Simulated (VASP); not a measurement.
# KI in VASP: single point with r2SCAN

Aim: the single point of KI with r2SCAN.

Program: VASP 6.6.1. These are calculated values, not measurements. Logs are shortened: lines on timing, memory, paths and dates and some standing lists are left out, and cuts for length are marked.

## 1. The cell of the first run

The cell holds a wire with vacuum, 2 atoms: a = 9.000 Å, b = 9.300 Å, c = 6.383 Å, α = 90.00°, β = 90.00°, γ = 90.00°.

## 2. Single point, r2SCAN, collinear spin, ferromagnetic start

Contents of POSCAR:

```
KI
1.0
    9.0000000000      0.0000000000      0.0000000000
    0.0000000000      9.3000000000      0.0000000000
    0.0000000000      0.0000000000      6.3827330606
K I
1 1
Direct
    0.5000000000      0.5000000000      0.0000000000
    0.5000000000      0.5000000000      0.4650000000
```

Contents of INCAR.step1:

```
SYSTEM = KI
PREC = Accurate
ENCUT = 520
ISMEAR = 0
SIGMA = 0.05
LREAL = .False.
LASPH = .True.
NELM = 150
ISPIN = 2
MAGMOM = 0.5 0.5
NBANDS = 19
GGA = PE
ALGO = Normal
EDIFF = 1E-4
LWAVE = .True.
LCHARG = .False.
```

Contents of INCAR.step2:

```
SYSTEM = KI
PREC = Accurate
ENCUT = 520
EDIFF = 1E-7
ISMEAR = 0
SIGMA = 0.05
LREAL = .False.
LASPH = .True.
NELM = 150
ALGO = Normal
ISIF = 2
LWAVE = .False.
LCHARG = .False.
ISPIN = 2
MAGMOM = 0.5 0.5
LORBIT = 11
METAGGA = R2SCAN
LMIXTAU = .True.
NBANDS = 19
ISTART = 1
```

Contents of KPOINTS:

```
regular mesh
0
Gamma
  1 1 10
  0 0 0
```

Potentials or basis: VASP PAW PBE potentials, release 64 (K_sv, I).

Launch:

```bash
cat potpaw_PBE.64/K_sv/POTCAR potpaw_PBE.64/I/POTCAR > POTCAR
cp INCAR.step1 INCAR
mpirun -np 1 vasp_std > vasp.out
cp INCAR.step2 INCAR
mpirun -np 1 vasp_std > vasp.out
```

OUTCAR:

```text
SYSTEM = KI
   PREC = Accurate
   ENCUT = 520
   EDIFF = 1E-7
   ISMEAR = 0
   LREAL = .False.
   LASPH = .True.
   NELM = 150
   ISIF = 2
   ISPIN = 2
   LORBIT = 11
   METAGGA = R2SCAN
   ISTART = 1

 ion  position               nearest neighbor table
   1  0.500  0.500  0.000-   2 2.97   2 3.41
   2  0.500  0.500  0.465-   1 2.97   1 3.41

  LATTYP: Found a simple orthorhombic cell.
 ALAT       =     6.3827330606
 B/A-ratio  =     1.4100542690
 C/A-ratio  =     1.4570560780

  Lattice vectors:

 A1 = (   0.0000000000,   0.0000000000,   6.3827330606)
 A2 = (   9.0000000000,   0.0000000000,   0.0000000000)
 A3 = (   0.0000000000,   9.3000000000,   0.0000000000)

Analysis of symmetry for initial positions (statically):
=====================================================================
 Subroutine PRICEL returns:
 Original cell was already a primitive cell.

 Routine SETGRP: Setting up the symmetry group for a
 simple orthorhombic supercell.

 Subroutine GETGRP returns: Found  4 space group operations
 (whereof  4 operations were pure point group operations)
 out of a pool of  8 trial point group operations.

The static configuration has the point symmetry C_2v.

Analysis of symmetry for dynamics (positions and initial velocities):
=====================================================================
 Subroutine PRICEL returns:
 Original cell was already a primitive cell.

 Routine SETGRP: Setting up the symmetry group for a
 simple orthorhombic supercell.

 Subroutine GETGRP returns: Found  4 space group operations
 (whereof  4 operations were pure point group operations)
 out of a pool of  8 trial point group operations.

The dynamic configuration has the point symmetry C_2v.

Analysis of structural, dynamic, and magnetic symmetry:
=====================================================================
 Subroutine PRICEL returns:
 Original cell was already a primitive cell.

 Routine SETGRP: Setting up the symmetry group for a
 simple orthorhombic supercell.

 Subroutine GETGRP returns: Found  4 space group operations
 (whereof  4 operations were pure point group operations)
 out of a pool of  8 trial point group operations.

The overall configuration has the point symmetry C_2v.

 Subroutine INISYM returns: Found  4 space group operations
 (whereof  4 operations are pure point group operations),
 and found     1 'primitive' translations

----------------------------------------------------------------------------------------

                                     Primitive cell

  volume of cell :     534.2348

  direct lattice vectors                    reciprocal lattice vectors
     9.000000000  0.000000000  0.000000000     0.111111111  0.000000000  0.000000000
     0.000000000  9.300000000  0.000000000     0.000000000  0.107526882  0.000000000
     0.000000000  0.000000000  6.382733061     0.000000000  0.000000000  0.156672697

  length of vectors
     9.000000000  9.300000000  6.382733061     0.111111111  0.107526882  0.156672697

  position of ions in fractional coordinates (direct lattice)
     0.500000000  0.500000000  0.000000000
     0.500000000  0.500000000  0.465000000

  ion indices of the primitive-cell ions
   primitive index   ion index
                 1           1
                 2           2

----------------------------------------------------------------------------------------

 KPOINTS: regular mesh

Automatic generation of k-mesh.
 Grid dimensions read from file:
 generate k-points for:    1    1   10

 Generating k-lattice:

  Cartesian coordinates                     Fractional coordinates (reciprocal lattice)
     0.111111111  0.000000000  0.000000000     1.000000000  0.000000000  0.000000000
     0.000000000  0.107526882  0.000000000     0.000000000  1.000000000  0.000000000
     0.000000000  0.000000000  0.015667270     0.000000000  0.000000000  0.100000000

  Length of vectors
     0.111111111  0.107526882  0.015667270

  Shift w.r.t. Gamma in fractional coordinates (k-lattice)
     0.000000000  0.000000000  0.000000000

 Subroutine IBZKPT returns following result:
 ===========================================

 Found      6 irreducible k-points:

 Following reciprocal coordinates:
            Coordinates               Weight
  0.000000  0.000000  0.000000      1.000000
  0.000000  0.000000  0.100000      2.000000
  0.000000  0.000000  0.200000      2.000000
  0.000000  0.000000  0.300000      2.000000
  0.000000  0.000000  0.400000      2.000000
  0.000000  0.000000  0.500000      1.000000
   k-points           NKPTS =      6   k-points in BZ     NKDIM =      6   number of bands    NBANDS=     19
   number of dos      NEDOS =    301   number of ions     NIONS =      2
   total plane-waves  NPLWV = 235200
   dimension x,y,z NGX =    70 NGY =   70 NGZ =   48
   dimension x,y,z NGXF=   140 NGYF=  140 NGZF=   96
   ions per type =               1   1
   NGX,Y,Z   is equivalent  to a cutoff of  12.93, 12.51, 12.50 a.u.
   NGXF,Y,Z  is equivalent  to a cutoff of  25.86, 25.03, 25.00 a.u.
 SYSTEM =  KI
   PREC   = accura    normal or accurate (medium, high low for compatibility)
   ISTART =      1    job   : 0-new  1-cont  2-samecut
   ICHARG =      0    charge: 1-file 2-atom 10-const
   ISPIN  =      2    spin polarized calculation?
   LNONCOLLINEAR =      F non collinear calculations
   LSORBIT =      F    spin-orbit coupling
   LASPH  =      T    aspherical Exc in radial PAW
   ENCUT  =  520.0 eV  38.22 Ry    6.18 a.u.  16.73 17.29 11.87*2*pi/ulx,y,z
   NELM   =    150;   NELMIN=  2; NELMDL=  0     # of ELM steps
   EDIFF  = 0.1E-06   stopping-criterion for ELM
   LREAL  =      F    real-space projection
   EDIFFG = 0.1E-05   stopping-criterion for IOM
   NSW    =      0    number of steps for IOM
   IBRION =     -1    ionic relax: 0-MD 1-quasi-New 2-CG
   NFREE  =      0    steps in history (QN), initial steepest desc. (CG)
   ISIF   =      2    stress and relaxation
   ISYM   =      2    0-nonsym 1-usesym 2-fastsym
   POTIM  = 0.5000    time-step for ionic-motion
   TEBEG  =    0.0;   TEEND  =   0.0 temperature during run
   PSTRESS=    0.0 pullay stress
   NELECT =      16.0000    total number of electrons
   NUPDOWN=      -1.0000    fix difference up-down
   EMIN   =  10.00;   EMAX   =-10.00  energy-range for DOS
   EFERMI =   0.00;   METHOD = LEGACY
   ISMEAR =     0;   SIGMA  =   0.05  broadening in eV -4-tet -1-fermi 0-gaus
   EFERMI_NEDOS =   21; number of points for ismear=-14 and -15
   IALGO  =     38    algorithm
   IMIX   =      4    mixing-type and parameters
     AMIX     =   0.40;   BMIX     =  1.00
     AMIX_MAG =   1.60;   BMIX_MAG =  1.00
  volume/ion in A,a.u.               =     267.12      1802.60
  Fermi-wavevector in a.u.,A,eV,Ry     =   0.508398  0.960734  3.516682  0.258469
  Thomas-Fermi vector in A             =   1.520393
   LORBIT       =     11    0 simple, 1 ext, 2 COOP (PROOUT), +10 PAW based schemes
   METAGGA = R2SCAN    functional components
   LHFCALC =     F    Hartree Fock is set to
   AEXX    =    0.0000 exact exchange contribution
   IVDW    =     0    specifies the selected vdW correction
   LEPSILON=     F    determine dielectric tensor
   LRPA    =     F    only Hartree local field effects (RPA)
 spin polarized calculation
 Gauss-broadening in eV      SIGMA  =   0.05
  energy-cutoff  :      520.00
  volume of cell :      534.23
 maximum number of plane-waves:     14396
 NGX is ok and might be reduce to    70
   NGX = 33   NGY = 35   NGZ = 23

 number of electron      16.0000000 magnetization      -0.0000000

 number of electron      16.0000000 magnetization       0.0000000

 Free energy of the ion-electron system (eV)
  ---------------------------------------------------
  ext. energy  EPLUGINS =         0.00000000
  ---------------------------------------------------
  free energy    TOTEN  =       -32.91260941 eV

  energy without entropy =      -32.91260941  energy(sigma->0) =      -32.91260941

 E-fermi :  -4.4932     XC(G=0):  -1.7241

 val. band max:       -4.8061113446   @ k =   0.0000   0.0000   0.0000
 cond. band min:      -0.0820442550   @ k =   0.0000   0.0000   0.0000
 fundamental gap:      4.7240670896
 Fermi energy:        -4.4931944254

 spin component 1

 k-point     1 :       0.0000    0.0000    0.0000
  band No.  band energies     occupation
      1     -35.4743      1.00000
      2     -18.2448      1.00000
      3     -18.2447      1.00000
      4     -18.1616      1.00000
      5     -15.0860      1.00000
      6      -4.9418      1.00000
[... 11 lines left out ...]
     18       3.8218      0.00000
     19       3.8438      0.00000
[... 89 lines left out ...]
 k-point     6 :       0.0000    0.0000    0.5000
  band No.  band energies     occupation
      1     -35.4743      1.00000
      2     -18.2443      1.00000
      3     -18.2442      1.00000
      4     -18.2230      1.00000
      5     -14.9270      1.00000
      6      -5.4932      1.00000
[... 11 lines left out ...]
     18       3.4324      0.00000
     19       3.6306      0.00000
 Fermi energy:        -4.4931944254

 spin component 2

 k-point     1 :       0.0000    0.0000    0.0000
  band No.  band energies     occupation
      1     -35.4743      1.00000
      2     -18.2448      1.00000
      3     -18.2447      1.00000
      4     -18.1616      1.00000
      5     -15.0860      1.00000
      6      -4.9418      1.00000
[... 11 lines left out ...]
     18       3.8218      0.00000
     19       3.8433      0.00000
[... 89 lines left out ...]
 k-point     6 :       0.0000    0.0000    0.5000
  band No.  band energies     occupation
      1     -35.4743      1.00000
      2     -18.2443      1.00000
      3     -18.2442      1.00000
      4     -18.2230      1.00000
      5     -14.9270      1.00000
      6      -5.4932      1.00000
[... 11 lines left out ...]
     18       3.4322      0.00000
     19       3.6294      0.00000

------------------------ aborting loop because EDIFF is reached ----------------------------------------

  FORCE on cell =-STRESS in cart. coord.  units (eV):
  Direction    XX          YY          ZZ          XY          YZ          ZX
  --------------------------------------------------------------------------------------
  -------------------------------------------------------------------------------------
  Total        0.0348337      0.0216487      2.0317477      0.0000000      0.0000000      0.0000000
  in kB        0.1044668      0.0649247      6.0932390      0.0000000      0.0000000      0.0000000
  external PRESSURE =       2.0875435 kB  Pullay stress =       0.0000000 kB

 VOLUME and BASIS-vectors are now :
 -----------------------------------------------------------------------------
  energy-cutoff  :      520.00
  volume of cell :      534.23
      direct lattice vectors                 reciprocal lattice vectors
     9.000000000  0.000000000  0.000000000     0.111111111  0.000000000  0.000000000
     0.000000000  9.300000000  0.000000000     0.000000000  0.107526882  0.000000000
     0.000000000  0.000000000  6.382733061     0.000000000  0.000000000  0.156672697

 POSITION                                       TOTAL-FORCE (eV/Angst)
 -----------------------------------------------------------------------------------
      4.50000      4.65000      0.00000         0.000000      0.000000     -1.030124
      4.50000      4.65000      2.96797         0.000000      0.000000      1.030124
 -----------------------------------------------------------------------------------
    total drift:                                0.000000      0.000000      0.004206

  FREE ENERGIE OF THE ION-ELECTRON SYSTEM (eV)
  ---------------------------------------------------
  free  energy   TOTEN  =       -32.9126094133 eV

  energy  without entropy=      -32.9126094133  energy(sigma->0) =      -32.91260941

 total charge

# of ion       s       p       d       tot
------------------------------------------
    1        1.960   5.684   0.027   7.671
    2        1.491   2.904   0.001   4.396
--------------------------------------------------
tot          3.451   8.588   0.028  12.067

 magnetization (x)

# of ion       s       p       d       tot
------------------------------------------
    1       -0.000  -0.000   0.000  -0.000
    2        0.000   0.000   0.000   0.000
--------------------------------------------------
tot          0.000   0.000   0.000   0.000
```

Wall time 9.7 min (1 thread of AMD EPYC 9R45 (Zen 5), shared host); peak memory 0.86 GiB.

Results:

```
Free energy                                           : -32.9126 eV
Largest force                                         : 1.030 eV/Å
Band gap on the k mesh                                : 4.72 eV, direct
Net moment                                            : 0.00 μB per cell
Valence electrons inside the program's atomic spheres : K 7.67; I 4.40
```

Forces on the atoms (eV/Å):
```
K    0.000  0.000 -1.030
I    0.000  0.000  1.030
```

Levels at points of the mesh, in eV from the valence-band top:
Spin up:
| k point | band 5 | band 6 | band 7 | band 8 | band 9 | band 10 | band 11 | band 12 |
| --- | --- | --- | --- | --- | --- | --- | --- | --- |
| (0.00, 0.00, 0.00) | -10.28 | -0.14 | 0.00 | 0.00 | 4.72 | 6.49 | 6.79 | 6.80 |
| (0.00, 0.00, 0.50) | -10.12 | -0.69 | -0.04 | -0.04 | 5.53 | 6.14 | 6.67 | 6.73 |
Spin down:
```csv
k point,band 5,band 6,band 7,band 8,band 9,band 10,band 11,band 12
"(0.00, 0.00, 0.00)",-10.28,-0.14,0.00,0.00,4.72,6.49,6.79,6.80
"(0.00, 0.00, 0.50)",-10.12,-0.69,-0.04,-0.04,5.53,6.14,6.67,6.73
```

Caveat: the PAW data sets were made with another functional, which shifts forces and pressure a little; spin-orbit coupling is left out, which moves the levels of the heavy elements.
